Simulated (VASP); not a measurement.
Set up this calculation in VASP 6.6.1, as the native input.

| Item | Value |
| --- | --- |
| Task | single point |
| Functional | PBE |
| Potentials or basis | VASP PAW PBE potentials, release 64 (Ag) |
| Cutoff | 500 eV |
| k mesh | 16 × 16 × 9 |
| Occupations | fermi-dirac, width 0.05 eV |
| Spin | no spin polarisation |
| Dipole correction | no |
| Further INCAR settings | ALGO = Normal; EDIFF = 1e-06; NBANDS = 18 |

The structure of Ag lies in POSCAR:

```
Ag
1.0
    2.9358262058      0.0000000000      0.0000000000
   -1.4679131029      2.5425000754      0.0000000000
    0.0000000000      0.0000000000      4.7909594166
Ag
2
Direct
    0.3333333333      0.6666666667      0.2500000000
    0.6666666667      0.3333333333      0.7500000000
```

This isn't the form of Ag at room conditions, which is fcc.

These files were run (other wordings do the same):

INCAR

```
SYSTEM = Ag
PREC = Accurate
ENCUT = 500
EDIFF = 1E-6
ISMEAR = -1
SIGMA = 0.05
LREAL = .FALSE.
LASPH = .TRUE.
NELM = 120
ALGO = Normal
ISIF = 2
LWAVE = .FALSE.
LCHARG = .FALSE.
GGA = PE
NBANDS = 18
GGA_COMPAT = .FALSE.
```

KPOINTS

```
regular mesh
0
G
  16 16 9
  0 0 0
```

Potentials or basis: VASP PAW PBE potentials, release 64 (Ag).

Command:

```console
$ cat potpaw_PBE.64/Ag/POTCAR > POTCAR
$ mpirun -np 1 vasp_std > vasp.out
```

Results of the run:

* Pressure: -0.1 GPa
* Band gap on the k mesh: zero (bands 11 and 12 overlap by 6.56 eV)

Run time: 82 s on 1 thread of Intel Xeon 8259CL (shared host), peak memory 0.21 GiB.
